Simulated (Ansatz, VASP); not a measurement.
**Two plane-wave programs on Te3W**

```
Te W
1.0
     5.36939    0.00000    0.00000
     0.00000    5.36939    0.00000
     0.00000    0.00000    5.36939
Te W
3 1
Direct
  0.00000 0.00000 0.50000
  0.00000 0.50000 0.00000
  0.50000 0.00000 0.00000
  0.00000 0.00000 0.00000
```

Alike in both runs: functional PBE; k mesh 8 × 8 × 8; occupations fermi-dirac, width 0.15 eV; no spin polarisation.

Ansatz relaxed the structure, and its values are those at the end. VASP's run is a single point on that final structure, the one shown.

```csv
,VASP,Ansatz
version,VASP 6.6.1,Ansatz 0.2.0
potentials or method,"VASP PAW PBE potentials, release 64 (Te, W_sv), cutoff 520 eV","scalar-relativistic, plane waves, PAW"
valence electrons in the cell,32,62
```

|  | VASP | Ansatz | Ansatz less VASP |
| --- | --- | --- | --- |
| gap on the k mesh at the Fermi level (eV) | none | none | - |
| pressure (GPa) | 0.0 | 0.0 | +0.02 |

A gap of «none» marks a metal or a gap that the smearing closes. VASP's potentials hold 32 valence electrons a cell and Ansatz's 62, so a difference there can come from the potentials and not from the codes.

Spin-orbit coupling is off throughout.
